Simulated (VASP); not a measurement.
Write the native input for VASP 6.6.1 that does the following.

```
Task                   : single point
Functional             : r2SCAN
Potentials or basis    : VASP PAW PBE potentials, release 64 (K_sv, Br)
Cutoff                 : 520 eV
k mesh                 : 6 × 6 × 2
Occupations            : gaussian, width 0.01 eV
Spin                   : no spin polarisation
Dipole correction      : no
Further INCAR settings : ALGO = Normal; EDIFF = 1e-07; NBANDS = 24
```

The system is KBr.

```xyz
4
Lattice="5.6186 0.0000 0.0000 -2.8093 4.8658 0.0000 0.0000 0.0000 6.5538" Properties=species:S:1:pos:R:3 pbc="T T T"
K     0.0000    3.2439   -0.4096
K     2.8093    1.6219    2.8673
Br    0.0000    3.2439    2.8673
Br    2.8093    1.6219    6.1442
```

These files were run (other wordings do the same):

POSCAR

```
KBr
1.0
    5.6185815514      0.0000000000      0.0000000000
   -2.8092907757      4.8658343567      0.0000000000
    0.0000000000      0.0000000000      6.5538298471
K Br
2 2
Direct
    0.3333333333      0.6666666667     -0.0625000000
    0.6666666667      0.3333333333      0.4375000000
    0.3333333333      0.6666666667      0.4375000000
    0.6666666667      0.3333333333      0.9375000000
```

INCAR.step1

```
SYSTEM = KBr
PREC     = Accurate       ! precision mode
ENCUT    = 520            ! plane-wave cutoff, eV
ISMEAR   = 0              ! smearing method
SIGMA    = 0.01           ! smearing width, eV
LREAL    = .FALSE.        ! projectors in reciprocal space
LASPH    = .TRUE.         ! aspherical terms in the spheres
NELM     = 80             ! most SCF steps
NBANDS   = 24             ! bands
GGA      = PE             ! functional
ALGO     = Normal         ! electronic algorithm
EDIFF    = 1E-4           ! SCF threshold, eV
LWAVE    = .TRUE.         ! write WAVECAR
LCHARG   = .FALSE.        ! write CHGCAR
```

INCAR.step2

```
SYSTEM = KBr
PREC     = Accurate       ! precision mode
ENCUT    = 520            ! plane-wave cutoff, eV
EDIFF    = 1E-7           ! SCF threshold, eV
ISMEAR   = 0              ! smearing method
SIGMA    = 0.01           ! smearing width, eV
LREAL    = .FALSE.        ! projectors in reciprocal space
LASPH    = .TRUE.         ! aspherical terms in the spheres
NELM     = 80             ! most SCF steps
ALGO     = Normal         ! electronic algorithm
ISIF     = 2              ! what is computed and relaxed
LWAVE    = .FALSE.        ! write WAVECAR
LCHARG   = .TRUE.         ! write CHGCAR
METAGGA  = R2SCAN         ! meta-GGA
LMIXTAU  = .TRUE.       
LELF     = .TRUE.         ! ELF
LVHAR    = .TRUE.       
NBANDS   = 24             ! bands
ISTART   = 1
```

KPOINTS

```
Automatic mesh
0
G
  6 6 2
  0 0 0
```

Potentials or basis: VASP PAW PBE potentials, release 64 (K_sv, Br).

Launch:

```sh
$ cat potpaw_PBE.64/K_sv/POTCAR potpaw_PBE.64/Br/POTCAR > POTCAR
$ cp INCAR.step1 INCAR
$ mpirun -np 1 vasp_std > vasp.out
$ cp INCAR.step2 INCAR
$ mpirun -np 1 vasp_std > vasp.out
```

Results of the run:

| Item | Value |
| --- | --- |
| Pressure | 0.0 GPa |
| Band gap on the k mesh | 4.76 eV |

Caveat: the k points lie up to 0.48 Å⁻¹ apart; the structure was generated, so it needn't be the stable form of KBr; the PAW data sets were made with another functional, which shifts forces and pressure a little.

Run time: 3.1 min on 1 thread of Intel(R) Xeon(R) Platinum 8259CL CPU @ 2.50GHz (Skylake/Cascade Lake) (shared host), peak memory 0.34 GiB.
